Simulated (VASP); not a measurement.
Crystal: VH2.

```
V H
1.0
     0.00000    2.19099    2.19099
     2.19099    0.00000    2.19099
     2.19099    2.19099    0.00000
V H
1 2
Direct
  0.00000 0.00000 0.00000
  0.25000 0.25000 0.25000
  0.75000 0.75000 0.75000
```

* Program: VASP 6.6.1
* Task: relaxation of cell and atoms
* Functional: PBEsol
* Potentials or basis: VASP PAW PBE potentials, release 64 (V_sv, H)
* Cutoff: 600 eV
* k mesh: 13 × 13 × 13
* Occupations: fermi-dirac, width 0.05 eV
* Spin: collinear spin, ferromagnetic start
* Starting moments: [1.5, 0.0, 0.0] μB

At the start: pressure -21.2 GPa; volume 7.01 Å³/atom.

Problem. How do energy, volume and symmetry change on relaxing?

Solution. Over 3 steps the energy falls by 74.3 meV/atom and the volume is 6.03 Å³/atom (-14.0 %); space group Fm-3m (No. 225, to 0.1 Å) before and after; moment 0.00 μB per cell.

The path:
```tsv
step	energy change (eV)	largest force (eV/Å)	pressure (GPa)	volume (Å³)
1	0.0000	0.0000	-21.18	21.04
2	-0.2206	0.0000	-2.71	18.34
3	-0.2229	0.0000	-0.11	18.08
```

Final structure:
```
V H
1.0
     0.00000    2.08332    2.08332
     2.08332    0.00000    2.08332
     2.08332    2.08332    0.00000
V H
1 2
Direct
  0.00000 0.00000 0.00000
  0.25000 0.25000 0.25000
  0.75000 0.75000 0.75000
```

Caveat: the moments typed at the start vanished in this run; the PAW data sets were made with another functional, which shifts forces and pressure a little.
